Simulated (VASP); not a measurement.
Set up this calculation in VASP 6.6.1, as the native input.

| Item | Value |
| --- | --- |
| Task | single point |
| Functional | PBE |
| Potentials or basis | VASP PAW PBE potentials, release 64 (Zr_sv, Ge_d, Pd) |
| Cutoff | 520 eV |
| k mesh | 4 × 4 × 3 |
| Occupations | gaussian, width 0.2 eV |
| Spin | no spin polarisation |
| Dipole correction | no |
| Further INCAR settings | ALGO = Fast; EDIFF = 1e-06; NBANDS = 44 |

The structure of ZrGe2Pd3 lies in POSCAR:

```
ZrGe2Pd3
1.0
    4.3894286010      0.0000000000      0.0000000000
   -2.1947143005      3.8013566766      0.0000000000
    0.0000000000      0.0000000000      5.9156117954
Zr Ge Pd
1 2 3
Direct
    0.0000000000      0.0000000000      0.0000000000
    0.3333333333      0.6666666667      0.7461679574
    0.6666666667      0.3333333333      0.2538320426
    0.3333333333      0.6666666667      0.2859730087
    0.6666666667      0.3333333333      0.7140269913
    0.0000000000      0.0000000000      0.5000000000
```

The input as run:

INCAR

```
PREC = Accurate
ENCUT = 520
EDIFF = 1E-6
ISMEAR = 0
SIGMA = 0.2
LREAL = False
LASPH = True
NELM = 60
ALGO = Fast
ISIF = 2
LWAVE = False
LCHARG = True
GGA = PE
LELF = True
LVHAR = True
NBANDS = 44
```

KPOINTS

```
regular mesh
0
Gamma
  4 4 3
```

Potentials or basis: VASP PAW PBE potentials, release 64 (Zr_sv, Ge_d, Pd).

Command:

```console
$ cat potpaw_PBE.64/Zr_sv/POTCAR potpaw_PBE.64/Ge_d/POTCAR potpaw_PBE.64/Pd/POTCAR > POTCAR
$ mpirun -np 1 vasp_std > vasp.out
```

Results of the run:

| Property | Result |
| --- | --- |
| Pressure | -0.2 GPa |
| Largest force | 0.024 eV/Å |
| Band gap on the k mesh | zero (band 35 reaches 11.14 eV, above the bottom of band 36 at 9.17 eV) |

Caveat: the k points lie up to 0.41 Å⁻¹ apart.

Wall time 76 s on 1 thread of Intel(R) Xeon(R) 6975P-C (Granite Rapids), on a shared host, peak memory 0.25 GiB.
